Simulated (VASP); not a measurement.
# SnSe2 (Cm) in VASP: a series of runs, part 2 of 2

VASP 6.6.1. The steps go on from the part before.

### 3 Single point, r2SCAN (all Se atoms moved +0.062 Å, as atom 2 along Cartesian [0 1 0])

Contents of POSCAR:

```
SnSe2
1.0
    3.8109987816      0.0000000000      0.0000000000
   -1.9054993908      3.3004217586      0.0000000000
    0.0000000000      0.0000000000      6.1370000000
Sn Se
1 2
Direct
    0.0000000000      0.0000000000      0.0000000000
    0.3428018202      0.6856036404      0.2500000000
    0.6761351535      0.3522703070      0.7500000000
```

Contents of INCAR.step1:

```
PREC     = Accurate       # precision mode
ENCUT    = 520            # plane-wave cutoff, eV
ISMEAR   = 0              # smearing method
SIGMA    = 0.05           # smearing width, eV
LREAL    = False          # projectors in reciprocal space
LASPH    = True           # aspherical terms in the spheres
NELM     = 60             # most SCF steps
NBANDS   = 20             # bands
GGA      = PE             # functional
ALGO     = Normal         # electronic algorithm
EDIFF    = 1E-4           # SCF threshold, eV
LWAVE    = True           # write WAVECAR
LCHARG   = False          # write CHGCAR
```

Contents of INCAR.step2:

```
PREC     = Accurate       # precision mode
ENCUT    = 520            # plane-wave cutoff, eV
EDIFF    = 1E-6           # SCF threshold, eV
ISMEAR   = 0              # smearing method
SIGMA    = 0.05           # smearing width, eV
LREAL    = False          # projectors in reciprocal space
LASPH    = True           # aspherical terms in the spheres
NELM     = 60             # most SCF steps
ALGO     = Normal         # electronic algorithm
ISIF     = 2              # what is computed and relaxed
LWAVE    = False          # write WAVECAR
LCHARG   = False          # write CHGCAR
METAGGA  = R2SCAN         # meta-GGA
LMIXTAU  = True         
NBANDS   = 20             # bands
ISTART   = 1
```

Contents of KPOINTS:

```
regular mesh
0
Gamma
  12 12 6
```

Potentials or basis: VASP PAW PBE potentials, release 64 (Sn_d, Se).

Launch:

```
cat potpaw_PBE.64/Sn_d/POTCAR potpaw_PBE.64/Se/POTCAR > POTCAR
cp INCAR.step1 INCAR
mpirun -np 1 vasp_std > vasp.out
cp INCAR.step2 INCAR
mpirun -np 1 vasp_std > vasp.out
```

OUTCAR:

```text
PREC = Accurate
   ENCUT = 520
   EDIFF = 1E-6
   ISMEAR = 0
   LREAL = False
   LASPH = True
   NELM = 60
   ISIF = 2
   METAGGA = R2SCAN
   ISTART = 1

 ion  position               nearest neighbor table
   1  0.000  0.000  0.000-   3 2.63   2 2.66   2 2.66   3 2.71   3 2.71   2 2.73
   2  0.343  0.686  0.250-   1 2.66   1 2.66   1 2.73
   3  0.676  0.352  0.750-   1 2.63   1 2.71   1 2.71

  LATTYP: Found a hexagonal cell.
 ALAT       =     3.8109987816
 C/A-ratio  =     1.6103390087

  Lattice vectors:

 A1 = (   3.8109987816,   0.0000000000,   0.0000000000)
 A2 = (  -1.9054993908,   3.3004217586,   0.0000000000)
 A3 = (   0.0000000000,   0.0000000000,   6.1370000000)

Analysis of symmetry for initial positions (statically):
=====================================================================
 Subroutine PRICEL returns:
 Original cell was already a primitive cell.

 Routine SETGRP: Setting up the symmetry group for a
 hexagonal supercell.

 Subroutine GETGRP returns: Found  2 space group operations
 (whereof  2 operations were pure point group operations)
 out of a pool of 24 trial point group operations.

The static configuration has the point symmetry C_1h.

Analysis of symmetry for dynamics (positions and initial velocities):
=====================================================================
 Subroutine PRICEL returns:
 Original cell was already a primitive cell.

 Routine SETGRP: Setting up the symmetry group for a
 hexagonal supercell.

 Subroutine GETGRP returns: Found  2 space group operations
 (whereof  2 operations were pure point group operations)
 out of a pool of 24 trial point group operations.

The dynamic configuration has the point symmetry C_1h.

 Subroutine INISYM returns: Found  2 space group operations
[... 113 lines left out ...]
   EFERMI =   0.00;   METHOD = LEGACY
   ISMEAR =     0;   SIGMA  =   0.05  broadening in eV -4-tet -1-fermi 0-gaus
   EFERMI_NEDOS =   21; number of points for ismear=-14 and -15
   IALGO  =     38    algorithm
   IMIX   =      4    mixing-type and parameters
     AMIX     =   0.40;   BMIX     =  1.00
     AMIX_MAG =   1.60;   BMIX_MAG =  1.00
  volume/ion in A,a.u.               =      25.73       173.64
  Fermi-wavevector in a.u.,A,eV,Ry     =   1.139054  2.152501 17.652812  1.297445
  Thomas-Fermi vector in A             =   2.275758
   LORBIT       =      0    0 simple, 1 ext, 2 COOP (PROOUT), +10 PAW based schemes
   METAGGA = R2SCAN    functional components
   LHFCALC =     F    Hartree Fock is set to
   AEXX    =    0.0000 exact exchange contribution
   IVDW    =     0    specifies the selected vdW correction
   LEPSILON=     F    determine dielectric tensor
   LRPA    =     F    only Hartree local field effects (RPA)
 non-spin polarized calculation
 Gauss-broadening in eV      SIGMA  =   0.05
  energy-cutoff  :      520.00
  volume of cell :       77.19
 maximum number of plane-waves:      2109
   NGX = 15   NGY = 15   NGZ = 23

 number of electron      26.0000005 magnetization

 Free energy of the ion-electron system (eV)
  ---------------------------------------------------
  ext. energy  EPLUGINS =         0.00000000
  ---------------------------------------------------
  free energy    TOTEN  =       -54.57898755 eV

  energy without entropy =      -54.57898755  energy(sigma->0) =      -54.57898755

 E-fermi :   4.2002     XC(G=0): -10.0104

 val. band max:        3.9113331286   @ k =  -0.1667   0.0833   0.0000
 cond. band min:       4.9152891948   @ k =  -0.4167   0.0000   0.3333
 fundamental gap:      1.0039560662
 Fermi energy:         4.2002304421

 k-point     1 :       0.0000    0.0000    0.0000
  band No.  band energies     occupation
      1     -18.0458      2.00000
      2     -18.0442      2.00000
      3     -17.9840      2.00000
      4     -17.9732      2.00000
      5     -17.9725      2.00000
      6     -10.6154      2.00000
[... 541 lines left out ...]
     19      13.3740      0.00000
     20      14.6568      0.00000

 [... further k-points ...]

------------------------ aborting loop because EDIFF is reached ----------------------------------------

  FORCE on cell =-STRESS in cart. coord.  units (eV):
  Direction    XX          YY          ZZ          XY          YZ          ZX
  --------------------------------------------------------------------------------------
  -------------------------------------------------------------------------------------
  Total        1.4350576      1.4831926      2.1074541      0.0000000      0.0624381      0.0000000
  in kB       29.7862308     30.7853255     43.7425728      0.0000000      1.2959732      0.0000000
  external PRESSURE =      34.7713763 kB  Pullay stress =       0.0000000 kB

 VOLUME and BASIS-vectors are now :
 -----------------------------------------------------------------------------
  energy-cutoff  :      520.00
  volume of cell :       77.19
      direct lattice vectors                 reciprocal lattice vectors
     3.810998782  0.000000000  0.000000000     0.262398405  0.151495789  0.000000000
    -1.905499391  3.300421759  0.000000000     0.000000000  0.302991579  0.000000000
     0.000000000  0.000000000  6.137000000     0.000000000  0.000000000  0.162946065

 POSITION                                       TOTAL-FORCE (eV/Angst)
 -----------------------------------------------------------------------------------
      0.00000      0.00000      0.00000        -0.000000      0.407208      0.002438
      0.00000      2.26278      1.53425        -0.000000     -0.183620      0.482081
      1.90550      1.16264      4.60275         0.000000     -0.223588     -0.484519
 -----------------------------------------------------------------------------------
    total drift:                               -0.000006     -0.000177      0.000021

  FREE ENERGIE OF THE ION-ELECTRON SYSTEM (eV)
  ---------------------------------------------------
  free  energy   TOTEN  =       -54.5789875492 eV

  energy  without entropy=      -54.5789875492  energy(sigma->0) =      -54.57898755
```

OUTCAR.step1:

```text
PREC = Accurate
   ENCUT = 520
   ISMEAR = 0
   LREAL = False
   LASPH = True
[... 777 lines left out ...]
      0.00000      0.00000      0.00000         0.000000      0.416661      0.002380
      0.00000      2.26278      1.53425        -0.000000     -0.188350      0.758796
      1.90550      1.16264      4.60275        -0.000000     -0.228310     -0.761175
 -----------------------------------------------------------------------------------
    total drift:                               -0.000000      0.000648     -0.000027

  FREE ENERGIE OF THE ION-ELECTRON SYSTEM (eV)
  ---------------------------------------------------
  free  energy   TOTEN  =       -11.7448880604 eV

  energy  without entropy=      -11.7448880604  energy(sigma->0) =      -11.74488806
```

OSZICAR.step1:

```text
N       E                     dE             d eps       ncg     rms          rms(c)
DAV:   1     0.206067669413E+03    0.20607E+03   -0.12166E+04  9880   0.148E+03
DAV:   2     0.118162110341E+02   -0.19425E+03   -0.18680E+03 10268   0.386E+02
DAV:   3    -0.112027668151E+02   -0.23019E+02   -0.22424E+02 11852   0.114E+02
DAV:   4    -0.120000860554E+02   -0.79732E+00   -0.79599E+00 11496   0.222E+01
DAV:   5    -0.120190781339E+02   -0.18992E-01   -0.18991E-01 13352   0.362E+00    0.522E+00
DAV:   6    -0.117649874416E+02    0.25409E+00   -0.49631E-01 14836   0.752E+00    0.337E+00
DAV:   7    -0.117446320203E+02    0.20355E-01   -0.16695E-01 11388   0.261E+00    0.102E+00
DAV:   8    -0.117443845990E+02    0.24742E-03   -0.12966E-02 12104   0.114E+00    0.290E-01
DAV:   9    -0.117448846182E+02   -0.50002E-03   -0.15681E-03 10940   0.299E-01    0.892E-02
DAV:  10    -0.117448880604E+02   -0.34421E-05   -0.10189E-04  8796   0.762E-02
   1 F= -.11744888E+02 E0= -.11744888E+02  d E =-.298738E-11
```

It took 36 min on 1 thread of Oxide Virtual Turin-like, shared host; peak memory 0.43 GiB.

Results:

```
Free energy            : -54.5790 eV
Pressure               : 3.5 GPa
Largest force          : 0.534 eV/Å
Band gap on the k mesh : 1.00 eV (least direct gap 1.52 eV)
```

Forces on the atoms (eV/Å):
```
Sn   0.000  0.407  0.002
Se   0.000 -0.184  0.482
Se   0.000 -0.224 -0.485
```

Stress tensor (GPa, compression positive):
```
2.98 0.00 0.00
0.00 3.08 0.13
0.00 0.13 4.37
```

Caveat: the cell differs from its parent crystal (all Se atoms moved +0.062 Å, as atom 2 along Cartesian [0 1 0]); the cell stands under pressure; the PAW data sets were made with another functional, which shifts forces and pressure a little; spin-orbit coupling is left out, which moves the levels of the heavy elements. A k mesh can miss the band edges.
